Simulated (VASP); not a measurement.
# C (R-3m) in VASP: a series of runs

C is run at these levels: PBEsol+D3(BJ); tasks: single point.

All numbers are computed with VASP 6.6.1; they aren't measurements. Logs are shortened: lines on timing, memory, paths and dates and some standing lists are left out, and cuts for length are marked.

## (1) The cell of the first run

It takes space group R-3m (No. 166, trigonal). Conventional cell: a = 2.466 Å, b = 2.466 Å, c = 24.848 Å, α = 90.00°, β = 90.00°, γ = 120.00°. Within 1.9 Å of C (site symmetry 3m) lie 3 C at 1.42 Å. C (site symmetry 3m) has 3 C at 1.42 Å within 1.9 Å.

## (2) Single point, PBEsol+D3(BJ)

Input file INCAR:

```
SYSTEM = C
ALGO     = Normal         ! electronic algorithm
EDIFF    = 1E-7           ! SCF threshold, eV
ENCUT    = 520            ! plane-wave cutoff, eV
GGA      = PS             ! functional
ISIF     = 2              ! what is computed and relaxed
ISMEAR   = -1             ! smearing method
IVDW     = 12             ! dispersion correction
LASPH    = .TRUE.         ! aspherical terms in the spheres
LCHARG   = .TRUE.         ! write CHGCAR
LELF     = .TRUE.         ! ELF
LREAL    = .FALSE.        ! projectors in reciprocal space
LVHAR    = .TRUE.       
LWAVE    = .FALSE.        ! write WAVECAR
NBANDS   = 16             ! bands
NELM     = 60             ! most SCF steps
PREC     = Accurate       ! precision mode
SIGMA    = 0.1            ! smearing width, eV
```

Input file KPOINTS:

```
k-points
0
G
  11 11 11
  0 0 0
```

Input file POSCAR:

```
C
1.0
    1.2331880000      0.7119810000      8.2826150000
   -1.2331880000      0.7119810000      8.2826150000
    0.0000000000     -1.4239630000      8.2826150000
C
4
Direct
    0.9128270000      0.9128270000      0.9128270000
    0.2461500000      0.2461500000      0.2461500000
    0.7538500000      0.7538500000      0.7538500000
    0.0871730000      0.0871730000      0.0871730000
```

Potentials or basis: VASP PAW PBE potentials, release 64 (C).

Started as:

```sh
cat potpaw_PBE.64/C/POTCAR > POTCAR
mpirun -np 1 vasp_std > vasp.out
```

OUTCAR:

```text
SYSTEM = C
   EDIFF = 1E-7
   ENCUT = 520
   GGA = PS
   ISIF = 2
   ISMEAR = -1
   IVDW = 12
   LASPH = .TRUE.
   LREAL = .FALSE.
   NELM = 60
   PREC = Accurate
 IVDW          = 12

 ion  position               nearest neighbor table
   1  0.913  0.913  0.913-   2 1.42   2 1.42   2 1.42
   2  0.246  0.246  0.246-   1 1.42   1 1.42   1 1.42
   3  0.754  0.754  0.754-   4 1.42   4 1.42   4 1.42
   4  0.087  0.087  0.087-   3 1.42   3 1.42   3 1.42

  LATTYP: Found a trigonal (rhomboedric) cell.
 ALAT       =     8.4041287964
 COS(alpha) =     0.9569371096

  Lattice vectors:

 A1 = (   1.2331880000,   0.7119810000,   8.2826150000)
 A2 = (  -1.2331880000,   0.7119810000,   8.2826150000)
 A3 = (   0.0000000000,  -1.4239630000,   8.2826150000)

Analysis of symmetry for initial positions (statically):
=====================================================================
 Subroutine PRICEL returns:
 Original cell was already a primitive cell.

 Routine SETGRP: Setting up the symmetry group for a
 trigonal (rhombohedral) supercell.

 Subroutine GETGRP returns: Found 12 space group operations
 (whereof 12 operations were pure point group operations)
 out of a pool of 12 trial point group operations.

The static configuration has the point symmetry D_3d.

Analysis of symmetry for dynamics (positions and initial velocities):
=====================================================================
 Subroutine PRICEL returns:
 Original cell was already a primitive cell.

 Routine SETGRP: Setting up the symmetry group for a
 trigonal (rhombohedral) supercell.

 Subroutine GETGRP returns: Found 12 space group operations
 (whereof 12 operations were pure point group operations)
 out of a pool of 12 trial point group operations.

The dynamic configuration has the point symmetry D_3d.

 Subroutine INISYM returns: Found 12 space group operations
 (whereof 12 operations are pure point group operations),
 and found     1 'primitive' translations

----------------------------------------------------------------------------------------

                                     Primitive cell

  volume of cell :      43.6332

  direct lattice vectors                    reciprocal lattice vectors
     1.233188000  0.711981000  8.282615000     0.405453183  0.234088534  0.040244948
    -1.233188000  0.711981000  8.282615000    -0.405453183  0.234088534  0.040244948
     0.000000000 -1.423963000  8.282615000     0.000000000 -0.468177068  0.040244920

  length of vectors
     8.404128796  8.404128796  8.404128858     0.469903587  0.469903587  0.469903629

  position of ions in fractional coordinates (direct lattice)
     0.912827000  0.912827000  0.912827000
     0.246150000  0.246150000  0.246150000
     0.753850000  0.753850000  0.753850000
     0.087173000  0.087173000  0.087173000

  ion indices of the primitive-cell ions
   primitive index   ion index
                 1           1
                 2           2
                 3           3
                 4           4

----------------------------------------------------------------------------------------

 KPOINTS: k-points

Automatic generation of k-mesh.
 Grid dimensions read from file:
 generate k-points for:   11   11   11

 Generating k-lattice:

  Cartesian coordinates                     Fractional coordinates (reciprocal lattice)
     0.036859380  0.021280776  0.003658632     0.090909091 -0.000000000  0.000000000
    -0.036859380  0.021280776  0.003658632    -0.000000000  0.090909091  0.000000000
     0.000000000 -0.042561552  0.003658629     0.000000000  0.000000000  0.090909091

  Length of vectors
     0.042718508  0.042718508  0.042718512

  Shift w.r.t. Gamma in fractional coordinates (k-lattice)
     0.000000000  0.000000000  0.000000000

 Subroutine IBZKPT returns following result:
 ===========================================

 Found    146 irreducible k-points:

 Following reciprocal coordinates:
            Coordinates               Weight
  0.000000  0.000000  0.000000      1.000000
  0.090909  0.000000 -0.000000      6.000000
  0.181818 -0.000000  0.000000      6.000000
  0.272727 -0.000000  0.000000      6.000000
  0.363636 -0.000000  0.000000      6.000000
  0.454545  0.000000  0.000000      6.000000
[... 16 lines left out ...]
 -0.272727  0.181818  0.000000     12.000000
 -0.181818  0.181818  0.000000      6.000000
 [... further k-points ...]
   k-points           NKPTS =    146   k-points in BZ     NKDIM =    146   number of bands    NBANDS=     16
   number of dos      NEDOS =    301   number of ions     NIONS =      4
   total plane-waves  NPLWV = 262144
   dimension x,y,z NGX =    64 NGY =   64 NGZ =   64
   dimension x,y,z NGXF=   128 NGYF=  128 NGZF=  128
   ions per type =               4
   NGX,Y,Z   is equivalent  to a cutoff of  12.66, 12.66, 12.66 a.u.
   NGXF,Y,Z  is equivalent  to a cutoff of  25.32, 25.32, 25.32 a.u.
 SYSTEM =  C
   PREC   = accura    normal or accurate (medium, high low for compatibility)
   ISTART =      0    job   : 0-new  1-cont  2-samecut
   ICHARG =      2    charge: 1-file 2-atom 10-const
   ISPIN  =      1    spin polarized calculation?
   LNONCOLLINEAR =      F non collinear calculations
   LSORBIT =      F    spin-orbit coupling
   LASPH  =      T    aspherical Exc in radial PAW
   ENCUT  =  520.0 eV  38.22 Ry    6.18 a.u.  15.63 15.63 15.63*2*pi/ulx,y,z
   NELM   =     60;   NELMIN=  2; NELMDL= -5     # of ELM steps
   EDIFF  = 0.1E-06   stopping-criterion for ELM
   LREAL  =      F    real-space projection
   EDIFFG = 0.1E-05   stopping-criterion for IOM
   NSW    =      0    number of steps for IOM
   IBRION =     -1    ionic relax: 0-MD 1-quasi-New 2-CG
   NFREE  =      0    steps in history (QN), initial steepest desc. (CG)
   ISIF   =      2    stress and relaxation
   ISYM   =      2    0-nonsym 1-usesym 2-fastsym
   POTIM  = 0.5000    time-step for ionic-motion
   TEBEG  =    0.0;   TEEND  =   0.0 temperature during run
   PSTRESS=    0.0 pullay stress
   NELECT =      16.0000    total number of electrons
   NUPDOWN=      -1.0000    fix difference up-down
   EMIN   =  10.00;   EMAX   =-10.00  energy-range for DOS
   EFERMI =   0.00;   METHOD = LEGACY
   ISMEAR =    -1;   SIGMA  =   0.10  broadening in eV -4-tet -1-fermi 0-gaus
   EFERMI_NEDOS =   21; number of points for ismear=-14 and -15
   IALGO  =     38    algorithm
   IMIX   =      4    mixing-type and parameters
     AMIX     =   0.40;   BMIX     =  1.00
     AMIX_MAG =   1.60;   BMIX_MAG =  1.00
  volume/ion in A,a.u.               =      10.91        73.61
  Fermi-wavevector in a.u.,A,eV,Ry     =   1.171771  2.214325 18.681431  1.373046
  Thomas-Fermi vector in A             =   2.308209
   LORBIT       =      0    0 simple, 1 ext, 2 COOP (PROOUT), +10 PAW based schemes
   GGA     = PS    functional components
   LHFCALC =     F    Hartree Fock is set to
   AEXX    =    0.0000 exact exchange contribution
   IVDW    =    12    specifies the selected vdW correction
   LEPSILON=     F    determine dielectric tensor
   LRPA    =     F    only Hartree local field effects (RPA)
 non-spin polarized calculation
  energy-cutoff  :      520.00
  volume of cell :       43.63
 maximum number of plane-waves:      1195
   NGX = 31   NGY = 31   NGZ = 31

 number of electron      16.0000001 magnetization

 Free energy of the ion-electron system (eV)
  ---------------------------------------------------
  ext. energy  EPLUGINS =         0.00000000
  ---------------------------------------------------
  free energy    TOTEN  =       -38.57169474 eV

  energy without entropy =      -38.57139740  energy(sigma->0) =      -38.57154607

 E-fermi :   2.9172     XC(G=0):  -9.0416

 val. band max:        2.3141504973   @ k =  -0.1818   0.4545   0.0909
 cond. band min:       3.5402711749   @ k =  -0.3636   0.3636   0.0000
 fundamental gap:      1.2261206776
 Fermi energy:         2.9171818514

 k-point     1 :       0.0000    0.0000    0.0000
  band No.  band energies     occupation
      1     -16.5701      2.00000
      2     -16.5161      2.00000
      3      -5.0133      2.00000
      4      -4.3944      2.00000
      5      -0.0708      2.00000
      6      -0.0708      2.00000
[... 8 lines left out ...]
     15      14.1897      0.00000
     16      14.3948      0.00000

 k-point     2 :       0.0909    0.0000   -0.0000
  band No.  band energies     occupation
      1     -16.3744      2.00000
      2     -16.3213      2.00000
      3      -4.7759      2.00000
      4      -4.1653      2.00000
      5      -0.8387      2.00000
      6      -0.8348      2.00000
[... 8 lines left out ...]
     15      13.6861      0.00000
     16      13.7392      0.00000

 k-point     3 :       0.1818   -0.0000    0.0000
  band No.  band energies     occupation
      1     -15.7896      2.00000
      2     -15.7395      2.00000
      3      -4.0708      2.00000
      4      -3.4859      2.00000
      5      -2.7230      2.00000
      6      -2.7152      2.00000
[... 8 lines left out ...]
     15      14.1811      0.00000
     16      14.1899      0.00000

 k-point     4 :       0.2727   -0.0000    0.0000
  band No.  band energies     occupation
      1     -14.8242      2.00000
      2     -14.7786      2.00000
      3      -5.0662      2.00000
      4      -5.0532      2.00000
      5      -2.9256      2.00000
      6      -2.3856      2.00000
[... 8 lines left out ...]
     15      16.0144      0.00000
     16      17.0729      0.00000
[... 324 lines left out ...]
 k-point    22 :      -0.3636    0.1818   -0.0000
  band No.  band energies     occupation
      1     -11.3578      2.00000
      2     -11.3237      2.00000
      3      -9.2004      2.00000
      4      -9.1803      2.00000
      5      -5.5131      2.00000
      6      -5.5046      2.00000
[... 8 lines left out ...]
     15      15.2525      0.00000
     16      16.2169      0.00000

 k-point    23 :      -0.2727    0.1818    0.0000
  band No.  band energies     occupation
      1     -12.9436      2.00000
      2     -12.9034      2.00000
      3      -7.1954      2.00000
      4      -7.1810      2.00000
      5      -5.0411      2.00000
      6      -5.0325      2.00000
[... 8 lines left out ...]
     15      16.0360      0.00000
     16      16.3631      0.00000

 k-point    24 :      -0.1818    0.1818    0.0000
  band No.  band energies     occupation
      1     -14.2535      2.00000
      2     -14.2085      2.00000
      3      -5.3312      2.00000
      4      -5.3212      2.00000
      5      -3.9578      2.00000
      6      -3.9503      2.00000
[... 8 lines left out ...]
     15      14.6749      0.00000
     16      14.7329      0.00000

 [... further k-points ...]

------------------------ aborting loop because EDIFF is reached ----------------------------------------

 Edisp (eV)   -0.34778

 E8    (eV) :    -0.1673

  FORCE on cell =-STRESS in cart. coord.  units (eV):
  Direction    XX          YY          ZZ          XY          YZ          ZX
  --------------------------------------------------------------------------------------
  -------------------------------------------------------------------------------------
  Total      -0.68976    -0.68976    -0.44284     0.00000     0.00000     0.00000
  in kB     -25.32746   -25.32746   -16.26058     0.00000     0.00000     0.00000
  external pressure =      -22.31 kB  Pullay stress =        0.00 kB

 VOLUME and BASIS-vectors are now :
 -----------------------------------------------------------------------------
  energy-cutoff  :      520.00
  volume of cell :       43.63
      direct lattice vectors                 reciprocal lattice vectors
     1.233188000  0.711981000  8.282615000     0.405453183  0.234088534  0.040244948
    -1.233188000  0.711981000  8.282615000    -0.405453183  0.234088534  0.040244948
     0.000000000 -1.423963000  8.282615000     0.000000000 -0.468177068  0.040244920

 POSITION                                       TOTAL-FORCE (eV/Angst)
 -----------------------------------------------------------------------------------
      0.00000     -0.00000     22.68178         0.000000      0.000000     -0.001592
      0.00000     -0.00000      6.11630        -0.000000     -0.000000      0.006710
      0.00000     -0.00000     18.73155        -0.000000      0.000000     -0.006710
      0.00000     -0.00000      2.16606        -0.000000     -0.000000      0.001592
 -----------------------------------------------------------------------------------
    total drift:                               -0.000000     -0.000000      0.000000

  FREE ENERGIE OF THE ION-ELECTRON SYSTEM (eV)
  ---------------------------------------------------
  free  energy   TOTEN  =       -38.9194763380 eV

  energy  without entropy=      -38.9191789952  energy(sigma->0) =      -38.91932767
```

Run time: 14 min. Hardware: 1 thread of Intel Xeon Platinum 8259CL at 2.50GHz (Skylake/Cascade Lake), shared host; peak memory 0.56 GiB.

What came out:

```yaml
Free_energy: -38.9195 eV
Pressure: -2.2 GPa
Largest_force: 0.007 eV/Å
Dispersion_energy_per_atom: -0.087 eV
```

Forces in eV/Å, atoms in the order of the input:
```
C    0.000  0.000 -0.002
C    0.000  0.000  0.007
C    0.000  0.000 -0.007
C    0.000  0.000  0.002
```

Stress tensor (GPa, compression positive):
```
-2.53  0.00  0.00
 0.00 -2.53  0.00
 0.00  0.00 -1.63
```

Caveat: the PAW data sets were made with another functional, which shifts forces and pressure a little.

## (3) Single point, PBEsol+D3(BJ)

This run uses another cell than the first one, of 11.18 Å³/atom.

Input file INCAR:

```
SYSTEM = C
  PREC = Accurate
  ENCUT = 520
  EDIFF = 1E-6
  ISMEAR = -1
  SIGMA = 0.1
  LREAL = .False.
  LASPH = .True.
  NELM = 60
  ALGO = Normal
  ISIF = 2
  LWAVE = .False.
  LCHARG = .True.
  GGA = PS
  IVDW = 12
  LELF = .True.
  LVHAR = .True.
  NBANDS = 16
```

Input file KPOINTS:

```
regular mesh
0
Gamma
  11 11 11
  0 0 0
```

Input file POSCAR:

```
C
1.0
    1.2433800986      0.7178654073      8.3510694680
   -1.2433800986      0.7178654073      8.3510694680
    0.0000000000     -1.4357318230      8.3510694680
C
4
Direct
    0.9128270000      0.9128270000      0.9128270000
    0.2461500000      0.2461500000      0.2461500000
    0.7538500000      0.7538500000      0.7538500000
    0.0871730000      0.0871730000      0.0871730000
```

Potentials or basis: VASP PAW PBE potentials, release 64 (C).

Started as:

```sh
cat potpaw_PBE.64/C/POTCAR > POTCAR
mpirun -np 1 vasp_std > vasp.out
```

OUTCAR:

```text
SYSTEM = C
   PREC = Accurate
   ENCUT = 520
   EDIFF = 1E-6
   ISMEAR = -1
   LREAL = .False.
   LASPH = .True.
   NELM = 60
   ISIF = 2
   GGA = PS
   IVDW = 12
 IVDW          = 12

 ion  position               nearest neighbor table
   1  0.913  0.913  0.913-   2 1.44   2 1.44   2 1.44
   2  0.246  0.246  0.246-   1 1.44   1 1.44   1 1.44
   3  0.754  0.754  0.754-   4 1.44   4 1.44   4 1.44
   4  0.087  0.087  0.087-   3 1.44   3 1.44   3 1.44

  LATTYP: Found a trigonal (rhomboedric) cell.
 ALAT       =     8.4735875562
 COS(alpha) =     0.9569371096

  Lattice vectors:

 A1 = (   1.2433800986,   0.7178654073,   8.3510694680)
 A2 = (  -1.2433800986,   0.7178654073,   8.3510694680)
 A3 = (   0.0000000000,  -1.4357318230,   8.3510694680)

Analysis of symmetry for initial positions (statically):
=====================================================================
 Subroutine PRICEL returns:
 Original cell was already a primitive cell.

 Routine SETGRP: Setting up the symmetry group for a
 trigonal (rhombohedral) supercell.

[... 172 lines left out ...]
 cond. band min:       3.3420431799   @ k =  -0.3636   0.3636   0.0000
 fundamental gap:      1.2087402833
 Fermi energy:         2.7281032353

 k-point     1 :       0.0000    0.0000    0.0000
  band No.  band energies     occupation
      1     -16.5624      2.00000
      2     -16.5116      2.00000
      3      -5.0271      2.00000
      4      -4.4320      2.00000
      5      -0.2706      2.00000
      6      -0.2706      2.00000
[... 433 lines left out ...]
      3      -5.4845      2.00000
      4      -5.4750      2.00000
      5      -4.0682      2.00000
      6      -4.0611      2.00000
[... 8 lines left out ...]
     15      14.1271      0.00000
     16      14.1802      0.00000

 [... further k-points ...]

------------------------ aborting loop because EDIFF is reached ----------------------------------------

 Edisp (eV)   -0.34256

 E8    (eV) :    -0.1646

  FORCE on cell =-STRESS in cart. coord.  units (eV):
  Direction    XX          YY          ZZ          XY          YZ          ZX
  --------------------------------------------------------------------------------------
  -------------------------------------------------------------------------------------
  Total      -2.95970    -2.95970    -0.44164     0.00000     0.00000     0.00000
  in kB    -106.02728  -106.02725   -15.82113     0.00000     0.00000     0.00000
  external pressure =      -75.96 kB  Pullay stress =        0.00 kB

 VOLUME and BASIS-vectors are now :
 -----------------------------------------------------------------------------
  energy-cutoff  :      520.00
  volume of cell :       44.72
      direct lattice vectors                 reciprocal lattice vectors
     1.243380099  0.717865407  8.351069468     0.402129647  0.232169689  0.039915057
    -1.243380099  0.717865407  8.351069468    -0.402129647  0.232169689  0.039915057
     0.000000000 -1.435731823  8.351069468     0.000000000 -0.464339379  0.039915029

 POSITION                                       TOTAL-FORCE (eV/Angst)
 -----------------------------------------------------------------------------------
      0.00000     -0.00000     22.86925         0.000000      0.000000     -0.002318
      0.00000     -0.00000      6.16685         0.000000     -0.000000      0.006055
      0.00000     -0.00000     18.88636         0.000000      0.000000     -0.006055
      0.00000     -0.00000      2.18396         0.000000     -0.000000      0.002318
 -----------------------------------------------------------------------------------
    total drift:                               -0.000000     -0.000000      0.000000

  FREE ENERGIE OF THE ION-ELECTRON SYSTEM (eV)
  ---------------------------------------------------
  free  energy   TOTEN  =       -38.8862522323 eV

  energy  without entropy=      -38.8859265855  energy(sigma->0) =      -38.88608941
```

OSZICAR:

```text
N       E                     dE             d eps       ncg     rms          rms(c)
DAV:   1     0.411396468497E+02    0.41140E+02   -0.76425E+03  4704   0.898E+02
DAV:   2    -0.373271995897E+02   -0.78467E+02   -0.70577E+02  6408   0.188E+02
DAV:   3    -0.407657068655E+02   -0.34385E+01   -0.34163E+01  6272   0.383E+01
DAV:   4    -0.408026388225E+02   -0.36932E-01   -0.36910E-01  5960   0.475E+00
DAV:   5    -0.408033105980E+02   -0.67178E-03   -0.67170E-03  6120   0.610E-01    0.870E+00
DAV:   6    -0.391100340161E+02    0.16933E+01   -0.12282E+00  5504   0.652E+00    0.506E+00
DAV:   7    -0.385321355657E+02    0.57790E+00   -0.15366E+00  5632   0.739E+00    0.124E+00
DAV:   8    -0.385433506243E+02   -0.11215E-01   -0.61073E-02  5656   0.146E+00    0.174E-01
DAV:   9    -0.385429063772E+02    0.44425E-03   -0.11839E-03  6352   0.232E-01    0.105E-01
DAV:  10    -0.385436480968E+02   -0.74172E-03   -0.14712E-03  5192   0.202E-01    0.666E-02
DAV:  11    -0.385436805208E+02   -0.32424E-04   -0.41952E-05  6000   0.432E-02    0.878E-03
DAV:  12    -0.385436880923E+02   -0.75715E-05   -0.61550E-06  5304   0.163E-02    0.160E-03
DAV:  13    -0.385436885542E+02   -0.46190E-06   -0.44804E-07  4872   0.461E-03
   1 F= -.38886252E+02 E0= -.38886089E+02  d E =-.325647E-03
```

Wall time 13 min (1 thread of Intel Xeon Platinum 8259CL at 2.50GHz (Skylake/Cascade Lake), shared host); peak memory 0.56 GiB.

Results:

```
Free energy                : -38.8863 eV
Pressure                   : -7.6 GPa
Largest force              : 0.006 eV/Å
Dispersion energy per atom : -0.086 eV
```

Forces in eV/Å, atoms in the order of the input:
```
C    0.000  0.000 -0.002
C    0.000  0.000  0.006
C    0.000  0.000 -0.006
C    0.000  0.000  0.002
```

Caveat: the cell stands under tension; the PAW data sets were made with another functional, which shifts forces and pressure a little.
